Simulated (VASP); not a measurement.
# Te2Mo in VASP: a series of runs

Aim: see how the results for Te2Mo move with the level of theory and the settings. Levels: BLYP, PBE. Tasks: single point.

Program: VASP 6.6.1. These are calculated values, not measurements. Logs are shortened: lines on timing, memory, paths and dates and some standing lists are left out, and cuts for length are marked.

## 1. The cell of the first run

The structure is trigonal, space group P-3m1 (No. 164). Conventional cell: a = 3.676 Å, b = 3.676 Å, c = 42.255 Å, α = 90.00°, β = 90.00°, γ = 120.00°. Within 3.7 Å of Te (site symmetry 3m) lie 3 Mo at 2.78 Å and 7 Te at 3.60 to 3.68 Å. Within 3.7 Å of Te (site symmetry 3m) lie 3 Mo at 2.78 Å and 7 Te at 3.60 to 3.68 Å. Te (site symmetry 3m) has 3 Mo at 2.78 Å and 7 Te at 3.60 to 3.68 Å within 3.7 Å. Te (site symmetry 3m) has 3 Mo at 2.78 Å and 7 Te at 3.60 to 3.68 Å within 3.7 Å. Mo (site symmetry 3m) has 6 Te at 2.78 Å and 6 Mo at 3.68 Å within 3.7 Å. Within 3.7 Å of Mo (site symmetry 3m) lie 6 Te at 2.78 Å and 6 Mo at 3.68 Å.

## 2. Single point, BLYP

INCAR reads:

```
SYSTEM = Te2Mo
PREC = Accurate
ENCUT = 520
EDIFF = 1E-7
ISMEAR = -1
SIGMA = 0.05
LREAL = .FALSE.
LASPH = .TRUE.
NELM = 60
ALGO = Normal
ISIF = 2
LWAVE = .FALSE.
LCHARG = .FALSE.
GGA = B5
ALDAX = 1.0
AGGAX = 1.0
AGGAC = 1.0
ALDAC = 0.0
NBANDS = 64
```

KPOINTS reads:

```
regular mesh
0
G
  7 7 1
  0 0 0
```

POSCAR reads:

```
Te2Mo
1.0
    3.6758973081      0.0000000000      0.0000000000
   -1.8379486540      3.1834204505      0.0000000000
    0.0000000000      0.0000000000     42.2547487048
Te Mo
8 4
Direct
    0.3333333333      0.6666666667      0.4182804517
    0.3333333333      0.6666666667      0.9193262527
    0.6666666667      0.3333333333      0.1659883307
    0.6666666667      0.3333333333      0.6669944820
    0.6666666667      0.3333333333      0.0806737473
    0.6666666667      0.3333333333      0.5817195483
    0.3333333333      0.6666666667      0.3330055180
    0.3333333333      0.6666666667      0.8340116693
    0.6666666667      0.3333333333      0.3756427855
    0.6666666667      0.3333333333      0.8766691832
    0.3333333333      0.6666666667      0.1233308168
    0.3333333333      0.6666666667      0.6243572145
```

Potentials or basis: VASP PAW PBE potentials, release 64 (Te, Mo_sv).

On the command line:

```bash
> cat potpaw_PBE.64/Te/POTCAR potpaw_PBE.64/Mo_sv/POTCAR > POTCAR
> mpirun -np 1 vasp_std > vasp.out
```

OUTCAR:

```text
SYSTEM = Te2Mo
   PREC = Accurate
   ENCUT = 520
   EDIFF = 1E-7
   ISMEAR = -1
   LREAL = .FALSE.
   LASPH = .TRUE.
   NELM = 60
   ISIF = 2
   GGA = B5

 ion  position               nearest neighbor table
   1  0.333  0.667  0.418-   9 2.78   9 2.78   9 2.78   7 3.60
   2  0.333  0.667  0.919-  10 2.78  10 2.78  10 2.78   8 3.60
   3  0.667  0.333  0.166-  11 2.78  11 2.78  11 2.78   5 3.60
   4  0.667  0.333  0.667-  12 2.78  12 2.78  12 2.78   6 3.60
   5  0.667  0.333  0.081-  11 2.78  11 2.78  11 2.78   3 3.60
   6  0.667  0.333  0.582-  12 2.78  12 2.78  12 2.78   4 3.60
   7  0.333  0.667  0.333-   9 2.78   9 2.78   9 2.78   1 3.60
   8  0.333  0.667  0.834-  10 2.78  10 2.78  10 2.78   2 3.60
   9  0.667  0.333  0.376-   7 2.78   7 2.78   7 2.78   1 2.78   1 2.78   1 2.78
  10  0.667  0.333  0.877-   2 2.78   2 2.78   2 2.78   8 2.78   8 2.78   8 2.78
  11  0.333  0.667  0.123-   5 2.78   5 2.78   5 2.78   3 2.78   3 2.78   3 2.78
  12  0.333  0.667  0.624-   4 2.78   4 2.78   4 2.78   6 2.78   6 2.78   6 2.78

  LATTYP: Found a hexagonal cell.
 ALAT       =     3.6758973081
 C/A-ratio  =    11.4950841014

  Lattice vectors:

 A1 = (   3.6758973081,   0.0000000000,   0.0000000000)
 A2 = (  -1.8379486540,   3.1834204505,   0.0000000000)
 A3 = (   0.0000000000,   0.0000000000,  42.2547487048)

Analysis of symmetry for initial positions (statically):
=====================================================================
 Subroutine PRICEL returns:
 Original cell was already a primitive cell.

 Routine SETGRP: Setting up the symmetry group for a
 hexagonal supercell.

 Subroutine GETGRP returns: Found 12 space group operations
 (whereof 12 operations were pure point group operations)
 out of a pool of 24 trial point group operations.

The static configuration has the point symmetry D_3d.

Analysis of symmetry for dynamics (positions and initial velocities):
=====================================================================
 Subroutine PRICEL returns:
 Original cell was already a primitive cell.

 Routine SETGRP: Setting up the symmetry group for a
 hexagonal supercell.

 Subroutine GETGRP returns: Found 12 space group operations
 (whereof 12 operations were pure point group operations)
 out of a pool of 24 trial point group operations.

The dynamic configuration has the point symmetry D_3d.

 Subroutine INISYM returns: Found 12 space group operations
 (whereof 12 operations are pure point group operations),
 and found     1 'primitive' translations

----------------------------------------------------------------------------------------

                                     Primitive cell

  volume of cell :     494.4620

  direct lattice vectors                    reciprocal lattice vectors
     3.675897308  0.000000000  0.000000000     0.272042420  0.157063765  0.000000000
    -1.837948654  3.183420450  0.000000000     0.000000000  0.314127529  0.000000000
     0.000000000  0.000000000 42.254748705     0.000000000  0.000000000  0.023665979

  length of vectors
     3.675897308  3.675897308 42.254748705     0.314127529  0.314127529  0.023665979

  position of ions in fractional coordinates (direct lattice)
     0.333333333  0.666666667  0.418280452
     0.333333333  0.666666667  0.919326253
     0.666666667  0.333333333  0.165988331
     0.666666667  0.333333333  0.666994482
     0.666666667  0.333333333  0.080673747
     0.666666667  0.333333333  0.581719548
     0.333333333  0.666666667  0.333005518
     0.333333333  0.666666667  0.834011669
     0.666666667  0.333333333  0.375642785
     0.666666667  0.333333333  0.876669183
     0.333333333  0.666666667  0.123330817
     0.333333333  0.666666667  0.624357215

  ion indices of the primitive-cell ions
   primitive index   ion index
                 1           1
                 2           2
                 3           3
                 4           4
                 5           5
                 6           6
                 7           7
                 8           8
                 9           9
                10          10
                11          11
                12          12

----------------------------------------------------------------------------------------

 KPOINTS: regular mesh

Automatic generation of k-mesh.
 Grid dimensions read from file:
 generate k-points for:    7    7    1

 Generating k-lattice:

  Cartesian coordinates                     Fractional coordinates (reciprocal lattice)
     0.038863203  0.022437681  0.000000000     0.142857143  0.000000000  0.000000000
     0.000000000  0.044875361  0.000000000     0.000000000  0.142857143  0.000000000
     0.000000000  0.000000000  0.023665979     0.000000000  0.000000000  1.000000000

  Length of vectors
     0.044875361  0.044875361  0.023665979

  Shift w.r.t. Gamma in fractional coordinates (k-lattice)
     0.000000000  0.000000000  0.000000000

 Subroutine IBZKPT returns following result:
 ===========================================

 Found      8 irreducible k-points:

 Following reciprocal coordinates:
            Coordinates               Weight
  0.000000  0.000000  0.000000      1.000000
  0.142857  0.000000  0.000000      6.000000
  0.285714  0.000000  0.000000      6.000000
  0.428571  0.000000  0.000000      6.000000
  0.142857  0.142857  0.000000      6.000000
  0.285714  0.142857  0.000000     12.000000
  0.428571  0.142857  0.000000      6.000000
  0.285714  0.285714  0.000000      6.000000
   k-points           NKPTS =      8   k-points in BZ     NKDIM =      8   number of bands    NBANDS=     64
   number of dos      NEDOS =    301   number of ions     NIONS =     12
   total plane-waves  NPLWV = 250880
   dimension x,y,z NGX =    28 NGY =   28 NGZ =  320
   dimension x,y,z NGXF=    56 NGYF=   56 NGZF=  640
   ions per type =               8   4
   NGX,Y,Z   is equivalent  to a cutoff of  12.66, 12.66, 12.59 a.u.
   NGXF,Y,Z  is equivalent  to a cutoff of  25.33, 25.33, 25.18 a.u.
 SYSTEM =  Te2Mo
   PREC   = accura    normal or accurate (medium, high low for compatibility)
   ISTART =      0    job   : 0-new  1-cont  2-samecut
   ICHARG =      2    charge: 1-file 2-atom 10-const
   ISPIN  =      1    spin polarized calculation?
   LNONCOLLINEAR =      F non collinear calculations
   LSORBIT =      F    spin-orbit coupling
   LASPH  =      T    aspherical Exc in radial PAW
   ENCUT  =  520.0 eV  38.22 Ry    6.18 a.u.   6.83  6.83 78.57*2*pi/ulx,y,z
   NELM   =     60;   NELMIN=  2; NELMDL= -5     # of ELM steps
   EDIFF  = 0.1E-06   stopping-criterion for ELM
   LREAL  =      F    real-space projection
   EDIFFG = 0.1E-05   stopping-criterion for IOM
   NSW    =      0    number of steps for IOM
   IBRION =     -1    ionic relax: 0-MD 1-quasi-New 2-CG
   NFREE  =      0    steps in history (QN), initial steepest desc. (CG)
   ISIF   =      2    stress and relaxation
   ISYM   =      2    0-nonsym 1-usesym 2-fastsym
   POTIM  = 0.5000    time-step for ionic-motion
   TEBEG  =    0.0;   TEEND  =   0.0 temperature during run
   PSTRESS=    0.0 pullay stress
   NELECT =     104.0000    total number of electrons
   NUPDOWN=      -1.0000    fix difference up-down
   EMIN   =  10.00;   EMAX   =-10.00  energy-range for DOS
   EFERMI =   0.00;   METHOD = LEGACY
   ISMEAR =    -1;   SIGMA  =   0.05  broadening in eV -4-tet -1-fermi 0-gaus
   EFERMI_NEDOS =   21; number of points for ismear=-14 and -15
   IALGO  =     38    algorithm
   IMIX   =      4    mixing-type and parameters
     AMIX     =   0.40;   BMIX     =  1.00
     AMIX_MAG =   1.60;   BMIX_MAG =  1.00
  volume/ion in A,a.u.               =      41.21       278.07
  Fermi-wavevector in a.u.,A,eV,Ry     =   0.973587  1.839814 12.896589  0.947873
  Thomas-Fermi vector in A             =   2.103979
   LORBIT       =      0    0 simple, 1 ext, 2 COOP (PROOUT), +10 PAW based schemes
   GGA     = B5    functional components
   LHFCALC =     F    Hartree Fock is set to
   AEXX    =    0.0000 exact exchange contribution
   IVDW    =     0    specifies the selected vdW correction
   LEPSILON=     F    determine dielectric tensor
   LRPA    =     F    only Hartree local field effects (RPA)
 non-spin polarized calculation
  energy-cutoff  :      520.00
  volume of cell :      494.46
 maximum number of plane-waves:     13356
 NGX is ok and might be reduce to    28
   NGX = 13   NGY = 13   NGZ =157

 number of electron     103.9999997 magnetization

 Free energy of the ion-electron system (eV)
  ---------------------------------------------------
  ext. energy  EPLUGINS =         0.00000000
  ---------------------------------------------------
  free energy    TOTEN  =       -61.49853061 eV

  energy without entropy =      -61.49851782  energy(sigma->0) =      -61.49852422

 E-fermi :   3.6833     XC(G=0):  -6.8931

 val. band max:        3.0917542138   @ k =   0.2857   0.2857   0.0000
 cond. band min:       4.2619311348   @ k =   0.2857   0.2857   0.0000
 fundamental gap:      1.1701769210
 Fermi energy:         3.6833265440

 k-point     1 :       0.0000    0.0000    0.0000
  band No.  band energies     occupation
      1     -57.3272      2.00000
      2     -57.3272      2.00000
      3     -57.3269      2.00000
      4     -57.3269      2.00000
      5     -31.5367      2.00000
      6     -31.5367      2.00000
[... 56 lines left out ...]
     63       6.1515      0.00000
     64       6.1520      0.00000

 k-point     2 :       0.1429    0.0000    0.0000
  band No.  band energies     occupation
      1     -57.3262      2.00000
      2     -57.3262      2.00000
      3     -57.3259      2.00000
      4     -57.3259      2.00000
      5     -31.5335      2.00000
      6     -31.5335      2.00000
[... 391 lines left out ...]
     63       5.8050      0.00000
     64       5.8086      0.00000

 k-point     8 :       0.2857    0.2857    0.0000
  band No.  band energies     occupation
      1     -57.3217      2.00000
      2     -57.3217      2.00000
      3     -57.3214      2.00000
      4     -57.3214      2.00000
      5     -31.5711      2.00000
      6     -31.5711      2.00000
[... 56 lines left out ...]
     63       5.2821      0.00000
     64       5.2873      0.00000

------------------------ aborting loop because EDIFF is reached ----------------------------------------

  FORCE on cell =-STRESS in cart. coord.  units (eV):
  Direction    XX          YY          ZZ          XY          YZ          ZX
  --------------------------------------------------------------------------------------
  -------------------------------------------------------------------------------------
  Total        0.4855729      0.4855729      0.8401140      0.0000000     -0.0000000     -0.0000000
  in kB        1.5733746      1.5733746      2.7221742      0.0000000     -0.0000000     -0.0000000
  external PRESSURE =       1.9563078 kB  Pullay stress =       0.0000000 kB

 VOLUME and BASIS-vectors are now :
 -----------------------------------------------------------------------------
  energy-cutoff  :      520.00
  volume of cell :      494.46
      direct lattice vectors                 reciprocal lattice vectors
     3.675897308  0.000000000  0.000000000     0.272042420  0.157063765  0.000000000
    -1.837948654  3.183420450  0.000000000     0.000000000  0.314127529  0.000000000
     0.000000000  0.000000000 42.254748705     0.000000000  0.000000000  0.023665979

 POSITION                                       TOTAL-FORCE (eV/Angst)
 -----------------------------------------------------------------------------------
     -0.00000      2.12228     17.67434         0.000000     -0.000000      0.059535
     -0.00000      2.12228     38.84590         0.000000      0.000000      0.049156
      1.83795      1.06114      7.01380         0.000000     -0.000000      0.049672
      1.83795      1.06114     28.18368         0.000000     -0.000000      0.060122
      1.83795      1.06114      3.40885        -0.000000     -0.000000     -0.049156
      1.83795      1.06114     24.58041        -0.000000     -0.000000     -0.059535
     -0.00000      2.12228     14.07106         0.000000      0.000000     -0.060122
     -0.00000      2.12228     35.24095         0.000000      0.000000     -0.049672
      1.83795      1.06114     15.87269         0.000000     -0.000000      0.000022
      1.83795      1.06114     37.04344        -0.000000      0.000000     -0.000314
     -0.00000      2.12228      5.21131         0.000000     -0.000000      0.000314
     -0.00000      2.12228     26.38206        -0.000000     -0.000000     -0.000022
 -----------------------------------------------------------------------------------
    total drift:                                0.000000      0.000000      0.000000

  FREE ENERGIE OF THE ION-ELECTRON SYSTEM (eV)
  ---------------------------------------------------
  free  energy   TOTEN  =       -61.4985306071 eV

  energy  without entropy=      -61.4985178248  energy(sigma->0) =      -61.49852422
```

Wall time 8.4 min (1 thread of Intel Xeon Platinum 8375C at 2.90GHz (Ice Lake), shared host); peak memory 0.63 GiB.

What came out:

| Item | Value |
| --- | --- |
| Free energy | -61.4985 eV |
| Pressure | 0.2 GPa |
| Largest force | 0.060 eV/Å |
| Band gap on the k mesh | 1.17 eV |

Forces on the atoms (eV/Å):
```
Te   0.000  0.000  0.060
Te   0.000  0.000  0.049
Te   0.000  0.000  0.050
Te   0.000  0.000  0.060
Te   0.000  0.000 -0.049
Te   0.000  0.000 -0.060
Te   0.000  0.000 -0.060
Te   0.000  0.000 -0.050
Mo   0.000  0.000  0.000
Mo   0.000  0.000  0.000
Mo   0.000  0.000  0.000
Mo   0.000  0.000  0.000
```

Caveat: the PAW data sets were made with another functional, which shifts forces and pressure a little; spin-orbit coupling is left out, which moves the levels of the heavy elements; an odd mesh through Γ misses points on the zone boundary, where band edges can lie.

## 3. Single point, PBE

This run uses another cell than the first one, of 19.03 Å³/atom.

INCAR reads:

```
SYSTEM = Te2Mo
ALGO = Normal ; EDIFF = 1E-6
ENCUT = 520 ; GGA = PE
ISIF = 2 ; ISMEAR = -1
LASPH = .TRUE. ; LCHARG = .FALSE.
LREAL = .FALSE. ; LWAVE = .FALSE.
NBANDS = 64 ; NELM = 60
PREC = Accurate ; SIGMA = 0.05
```

KPOINTS reads:

```
k-points
0
G
  7 7 1
  0 0 0
```

POSCAR reads:

```
Te2Mo
1.0
    3.2428271998      0.0000000000      0.0000000000
   -1.6214135999      2.8083707351      0.0000000000
    0.0000000000      0.0000000000     25.0762191777
Te Mo
8 4
Direct
    0.3333333333      0.6666666667      0.4486647975
    0.3333333333      0.6666666667      0.9486591627
    0.6666666667      0.3333333333      0.1986744311
    0.6666666667      0.3333333333      0.6986557397
    0.6666666667      0.3333333333      0.0513408373
    0.6666666667      0.3333333333      0.5513352025
    0.3333333333      0.6666666667      0.3013442603
    0.3333333333      0.6666666667      0.8013255689
    0.6666666667      0.3333333333      0.3750047795
    0.6666666667      0.3333333333      0.8749939355
    0.3333333333      0.6666666667      0.1250060645
    0.3333333333      0.6666666667      0.6249952205
```

Potentials or basis: VASP PAW PBE potentials, release 64 (Te, Mo_sv).

On the command line:

```bash
> cat potpaw_PBE.64/Te/POTCAR potpaw_PBE.64/Mo_sv/POTCAR > POTCAR
> mpirun -np 1 vasp_std > vasp.out
```

Run time: 3.3 min. Hardware: 1 thread of AMD EPYC 7R13 (Zen 3), shared host; peak memory 0.33 GiB.

The run converged. Its results:

```yaml
Free_energy: -66.4732 eV
Pressure: 30.0 GPa
Largest_force: 0.017 eV/Å
Band_gap_on_the_k_mesh: zero (bands 52 and 53 overlap by 0.67 eV)
```

Forces in eV/Å, atoms in the order of the input:
```
Te   0.000  0.000  0.017
Te   0.000  0.000  0.016
Te   0.000  0.000  0.013
Te   0.000  0.000  0.017
Te   0.000  0.000 -0.016
Te   0.000  0.000 -0.017
Te   0.000  0.000 -0.017
Te   0.000  0.000 -0.013
Mo   0.000  0.000  0.000
Mo   0.000  0.000 -0.001
Mo   0.000  0.000  0.001
Mo   0.000  0.000  0.000
```

Levels at points of the mesh, in eV from the Fermi level:
| k point | band 48 | band 49 | band 50 | band 51 | band 52 | band 53 | band 54 | band 55 | band 56 | band 57 |
| --- | --- | --- | --- | --- | --- | --- | --- | --- | --- | --- |
| (0.00, 0.00, 0.00) | -1.13 | -0.09 | 0.09 | 0.09 | 0.39 | 2.98 | 2.98 | 2.99 | 2.99 | 3.00 |

Caveat: the cell stands under pressure; spin-orbit coupling is left out, which moves the levels of the heavy elements.

[end of part 1 of 2]
